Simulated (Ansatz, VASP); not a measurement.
## Two plane-wave programs on Ca

The input INCAR:

```
PREC = Accurate
ENCUT = 520
EDIFF = 1E-6
ISMEAR = -1
SIGMA = 0.1
LREAL = False
LASPH = True
NELM = 60
ALGO = Normal
ISIF = 2
LWAVE = False
LCHARG = False
GGA = RE
NBANDS = 28
```

KPOINTS

```
regular mesh
0
Gamma
  10 10 3
```

The input POSCAR:

```
Ca
1.0
    4.1127936720      0.0000000000      0.0000000000
   -2.0563968360      3.5617838005      0.0000000000
    0.0000000000      0.0000000000     13.4787597028
Ca
4
Direct
    0.0000000000      0.0000000000      0.0000000000
    0.0000000000      0.0000000000      0.5000000000
    0.3333333333      0.6666666667      0.2500000000
    0.6666666667      0.3333333333      0.7500000000
```

Input for Ansatz:

```yaml
crystal:
  lattice:
    - [4.112793672, 0.0, 0.0]
    - [-2.056396836, 3.5617838005, 0.0]
    - [0.0, 0.0, 13.4787597028]
  atoms:
    - { symbol: Ca, position: [0.0, 0.0, 0.0] }
    - { symbol: Ca, position: [0.0, 0.0, 0.5] }
    - { symbol: Ca, position: [0.3333333333, 0.6666666667, 0.25] }
    - { symbol: Ca, position: [0.6666666667, 0.3333333333, 0.75] }
hamiltonian:
  xc: revpbe
  pseudopotentials:
    kind: paw
    azcp:
      Ca: "pseudopotentials/Ca.paw.azcp"
basis:
  ecutwfc: 420
  fft_grid_basis: typed
kpoints:
  mp_grid: { grid: [10, 10, 3], shift: [0, 0, 0] }
magnetization:
  spin_polarized: false
scf:
  occupations: { method: fermi_dirac, width: 0.1 }
  lower_state_search: "off"
output:
  stress: true
  write_density: true
  write_potential: true
  elf: true
  volumetric_format: npy
```

Alike in both runs: task single point; functional revPBE; k mesh 10 × 10 × 3; occupations fermi-dirac, width 0.1 eV; no spin polarisation.

```csv
,VASP,Ansatz
version,VASP 6.6.1,Ansatz 0.2.0
potentials or method,"VASP PAW PBE potentials, release 64 (Ca_sv), cutoff 520 eV","plane waves (420 eV) with PAW, scalar-relativistic"
valence electrons in the cell,40,40
```

```tsv
	VASP	Ansatz	Ansatz less VASP
pressure (GPa)	-1.5	-1.5	0.00
```

VASP's potentials were made for PBE, not for revPBE.
